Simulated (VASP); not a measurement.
# TaN (Pm-3m) in VASP: a series of runs, part 2 of 2

VASP 6.6.1. The steps go on from the part before.

### Step 3. Single point, PBE

This run uses another cell than the first one, of 9.59 Å³/atom, 0.940 times its volume.

The input, INCAR:

```
  ALGO = Normal
  EDIFF = 1E-6
  ENCUT = 520
  GGA = PE
  ISIF = 2
  ISMEAR = -1
  LASPH = True
  LCHARG = True
  LELF = True
  LREAL = False
  LVHAR = True
  LWAVE = False
  NBANDS = 15
  NELM = 80
  PREC = Accurate
  SIGMA = 0.05
```

The input, KPOINTS:

```
k-points
0
Gamma
  10 10 10
```

The input, POSCAR:

```
TaN
1.0
    2.6765306579      0.0000000000      0.0000000000
    0.0000000000      2.6765306579      0.0000000000
    0.0000000000      0.0000000000      2.6765306579
Ta N
1 1
Direct
    0.0000000000      0.0000000000      0.0000000000
    0.5000000000      0.5000000000      0.5000000000
```

Potentials or basis: VASP PAW PBE potentials, release 64 (Ta_pv, N).

Launch:

```sh
$ cat potpaw_PBE.64/Ta_pv/POTCAR potpaw_PBE.64/N/POTCAR > POTCAR
$ mpirun -np 1 vasp_std > vasp.out
```

OUTCAR:

```text
EDIFF = 1E-6
   ENCUT = 520
   GGA = PE
   ISIF = 2
   ISMEAR = -1
   LASPH = True
   LREAL = False
   NELM = 80
   PREC = Accurate

 ion  position               nearest neighbor table
   1  0.000  0.000  0.000-   2 2.32   2 2.32   2 2.32   2 2.32   2 2.32   2 2.32   2 2.32   2 2.32

   2  0.500  0.500  0.500-   1 2.32   1 2.32   1 2.32   1 2.32   1 2.32   1 2.32   1 2.32   1 2.32

  LATTYP: Found a simple cubic cell.
 ALAT       =     2.6765306579

  Lattice vectors:

 A1 = (   2.6765306579,   0.0000000000,   0.0000000000)
[... 609 lines left out ...]
     10      13.2135      0.00000
     11      15.1135      0.00000
     12      15.3441      0.00000
     13      17.7335      0.00000
     14      23.1659      0.00000
     15      23.1791      0.00000

 [... further k-points ...]
[... 5 lines left out ...]
  --------------------------------------------------------------------------------------
  -------------------------------------------------------------------------------------
  Total        3.7430295      3.7430295      3.7430295     -0.0000000     -0.0000000     -0.0000000
  in kB      312.7642948    312.7642948    312.7642948     -0.0000000     -0.0000000     -0.0000000
  external PRESSURE =     312.7642948 kB  Pullay stress =       0.0000000 kB

 VOLUME and BASIS-vectors are now :
 -----------------------------------------------------------------------------
  energy-cutoff  :      520.00
  volume of cell :       19.17
      direct lattice vectors                 reciprocal lattice vectors
     2.676530658  0.000000000  0.000000000     0.373617988  0.000000000  0.000000000
     0.000000000  2.676530658  0.000000000     0.000000000  0.373617988  0.000000000
     0.000000000  0.000000000  2.676530658     0.000000000  0.000000000  0.373617988

 POSITION                                       TOTAL-FORCE (eV/Angst)
 -----------------------------------------------------------------------------------
      0.00000      0.00000      0.00000         0.000000      0.000000      0.000000
      1.33827      1.33827      1.33827         0.000000      0.000000      0.000000
 -----------------------------------------------------------------------------------
    total drift:                                0.000000      0.000000      0.000000

  FREE ENERGIE OF THE ION-ELECTRON SYSTEM (eV)
  ---------------------------------------------------
  free  energy   TOTEN  =       -20.7365850370 eV

  energy  without entropy=      -20.7364916173  energy(sigma->0) =      -20.73653833
```

Run time: 12 s. Hardware: 1 thread of Intel Xeon Platinum 8488C (Sapphire Rapids), shared host; peak memory 0.13 GiB.

What came out:

```
Free energy            : -20.7366 eV
Pressure               : 31.3 GPa
Band gap on the k mesh : zero (band 8 reaches 16.99 eV, above the bottom of band 9 at 7.39 eV)
```

Levels at points of the mesh, in eV from the Fermi level:
| k point | band 6 | band 7 | band 8 | band 9 | band 10 | band 11 |
| --- | --- | --- | --- | --- | --- | --- |
| (0.00, 0.00, 0.00) | -5.33 | -2.90 | -2.90 | -2.90 | 3.23 | 4.26 |
| (0.50, 0.00, 0.00) | -5.05 | -5.05 | -3.99 | 4.21 | 4.93 | 5.72 |
| (0.50, 0.50, 0.00) | -6.25 | -3.97 | -2.27 | 0.68 | 0.68 | 1.04 |
| (0.50, 0.50, 0.50) | -9.86 | -9.86 | 6.71 | 6.71 | 6.71 | 7.86 |

Caveat: spin-orbit coupling is left out, which moves the levels of the heavy elements.

### Step 4. Single point, PBE

This run uses another cell than the first one, of 9.79 Å³/atom, 0.960 times its volume.

The input, INCAR:

```
PREC     = Accurate       # precision mode
ENCUT    = 520            # plane-wave cutoff, eV
EDIFF    = 1E-7           # SCF threshold, eV
ISMEAR   = -1             # smearing method
SIGMA    = 0.05           # smearing width, eV
LREAL    = F              # projectors in reciprocal space
LASPH    = T              # aspherical terms in the spheres
NELM     = 80             # most SCF steps
ALGO     = Normal         # electronic algorithm
ISIF     = 2              # what is computed and relaxed
LWAVE    = F              # write WAVECAR
LCHARG   = F              # write CHGCAR
GGA      = PE             # functional
NBANDS   = 15             # bands
```

The input, KPOINTS:

```
Automatic mesh
0
Gamma
  10 10 10
```

The input, POSCAR:

```
TaN
1.0
    2.6953800863      0.0000000000      0.0000000000
    0.0000000000      2.6953800863      0.0000000000
    0.0000000000      0.0000000000      2.6953800863
Ta N
1 1
Direct
    0.0000000000      0.0000000000      0.0000000000
    0.5000000000      0.5000000000      0.5000000000
```

Potentials or basis: VASP PAW PBE potentials, release 64 (Ta_pv, N).

Launch:

```sh
$ cat potpaw_PBE.64/Ta_pv/POTCAR potpaw_PBE.64/N/POTCAR > POTCAR
$ mpirun -np 1 vasp_std > vasp.out
```

OUTCAR:

```text
PREC = Accurate
   ENCUT = 520
   EDIFF = 1E-7
   ISMEAR = -1
   LREAL = F
   LASPH = T
   NELM = 80
   ISIF = 2
   GGA = PE

 ion  position               nearest neighbor table
   1  0.000  0.000  0.000-   2 2.33   2 2.33   2 2.33   2 2.33   2 2.33   2 2.33   2 2.33   2 2.33

   2  0.500  0.500  0.500-   1 2.33   1 2.33   1 2.33   1 2.33   1 2.33   1 2.33   1 2.33   1 2.33

  LATTYP: Found a simple cubic cell.
 ALAT       =     2.6953800863

  Lattice vectors:

 A1 = (   2.6953800863,   0.0000000000,   0.0000000000)
[... 608 lines left out ...]
     10      12.8595      0.00000
     11      14.7024      0.00000
     12      14.9591      0.00000
     13      17.2257      0.00000
     14      22.8458      0.00000
     15      22.8753      0.00000

 [... further k-points ...]
[... 5 lines left out ...]
  --------------------------------------------------------------------------------------
  -------------------------------------------------------------------------------------
  Total        2.7191592      2.7191592      2.7191592      0.0000000     -0.0000000      0.0000000
  in kB      222.4770305    222.4770305    222.4770305      0.0000000     -0.0000000      0.0000000
  external PRESSURE =     222.4770305 kB  Pullay stress =       0.0000000 kB

 VOLUME and BASIS-vectors are now :
 -----------------------------------------------------------------------------
  energy-cutoff  :      520.00
  volume of cell :       19.58
      direct lattice vectors                 reciprocal lattice vectors
     2.695380086  0.000000000  0.000000000     0.371005190  0.000000000  0.000000000
     0.000000000  2.695380086  0.000000000     0.000000000  0.371005190  0.000000000
     0.000000000  0.000000000  2.695380086     0.000000000  0.000000000  0.371005190

 POSITION                                       TOTAL-FORCE (eV/Angst)
 -----------------------------------------------------------------------------------
      0.00000      0.00000      0.00000         0.000000      0.000000      0.000000
      1.34769      1.34769      1.34769         0.000000      0.000000      0.000000
 -----------------------------------------------------------------------------------
    total drift:                                0.000000      0.000000      0.000000

  FREE ENERGIE OF THE ION-ELECTRON SYSTEM (eV)
  ---------------------------------------------------
  free  energy   TOTEN  =       -20.8049185186 eV

  energy  without entropy=      -20.8048040521  energy(sigma->0) =      -20.80486129
```

stdout:

```text
POSCAR found type information on POSCAR TaN
 POSCAR found :  2 types and       2 ions
 scaLAPACK will be used
 LDA part: xc-table for (Slater+PW92), standard interpolation
 POSCAR, INCAR and KPOINTS ok, starting setup
 FFT: planning ... GRIDC
 FFT: planning ... GRID_SOFT
 FFT: planning ... GRID
 WAVECAR not read
 entering main loop
```

Wall time 12 s (1 thread of Intel Xeon Platinum 8488C (Sapphire Rapids), shared host); peak memory 0.13 GiB.

What came out:

```
Free energy            : -20.8049 eV
Pressure               : 22.2 GPa
Band gap on the k mesh : zero (band 8 reaches 16.55 eV, above the bottom of band 9 at 7.17 eV)
```

Caveat: spin-orbit coupling is left out, which moves the levels of the heavy elements.

### Step 5. Summary

```tsv
cell	gap on the mesh (eV)	pressure (GPa)
a = 2.732 Å, 2 atoms	none	6.8
a = 2.677 Å, 2 atoms	none	31.3
a = 2.695 Å, 2 atoms	none	22.2
```

Alike in all rows: task single point; level PBE; potentials or basis VASP PAW PBE potentials, release 64 (Ta_pv, N); no spin polarisation; k mesh 10 × 10 × 10; cutoff (eV) 520; smearing fermi-dirac 0.05 eV.

Caveats: spin-orbit coupling is left out, which moves the levels of the heavy elements.

Absolute energies hang on the potentials; compare differences alone.
